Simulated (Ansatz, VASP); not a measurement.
**Sc in VASP and in Ansatz**

The input INCAR:

```
  PREC = Accurate
  ENCUT = 520
  EDIFF = 1E-6
  ISMEAR = -1
  SIGMA = 0.1
  LREAL = F
  LASPH = T
  NELM = 100
  ALGO = Normal
  ISIF = 2
  LWAVE = F
  LCHARG = F
  GGA = PE
  NBANDS = 24
```

Contents of KPOINTS:

```
regular mesh
0
Gamma
  8 8 11
```

File POSCAR:

```
Sc
1.0
    5.0701815700      0.0000000000      0.0000000000
   -2.5350907850      4.3909060414      0.0000000000
    0.0000000000      0.0000000000      3.1758383361
Sc
3
Direct
    1.0000000000      1.0000000000      0.0000000000
    0.3333333333      0.6666666667      0.5000000000
    0.6666666667      0.3333333333      0.5000000000
```

Input for Ansatz:

```yaml
crystal:
  lattice:
    - [5.07018157, 0.0, 0.0]
    - [-2.535090785, 4.3909060414, 0.0]
    - [0.0, 0.0, 3.1758383361]
  atoms:
    - { symbol: Sc, position: [1.0, 1.0, 0.0] }
    - { symbol: Sc, position: [0.3333333333, 0.6666666667, 0.5] }
    - { symbol: Sc, position: [0.6666666667, 0.3333333333, 0.5] }
hamiltonian:
  xc: pbe
  pseudopotentials:
    kind: paw
    azcp:
      Sc: "pseudopotentials/Sc.paw.azcp"
basis:
  ecutwfc: 420
  fft_grid_basis: typed
kpoints:
  mp_grid: { grid: [8, 8, 11], shift: [0, 0, 0] }
magnetization:
  spin_polarized: false
scf:
  occupations: { method: fermi_dirac, width: 0.1 }
  lower_state_search: "off"
output:
  stress: true
  write_density: true
  write_potential: true
  elf: true
  volumetric_format: npy
```

Alike in both runs: task single point; functional PBE; k mesh 8 × 8 × 11; occupations fermi-dirac, width 0.1 eV; no spin polarisation.

```csv
,VASP,Ansatz
version,VASP 6.6.1,Ansatz 0.2.0
potentials or method,"VASP PAW PBE potentials, release 64 (Sc_sv), cutoff 520 eV","plane waves (420 eV) with PAW, scalar-relativistic"
valence electrons in the cell,33,33
```

|  | VASP | Ansatz | Ansatz less VASP |
| --- | --- | --- | --- |
| pressure (GPa) | 2.3 | 2.3 | -0.04 |

With one functional, cell and mesh, what is left measures potentials, basis and numerics.
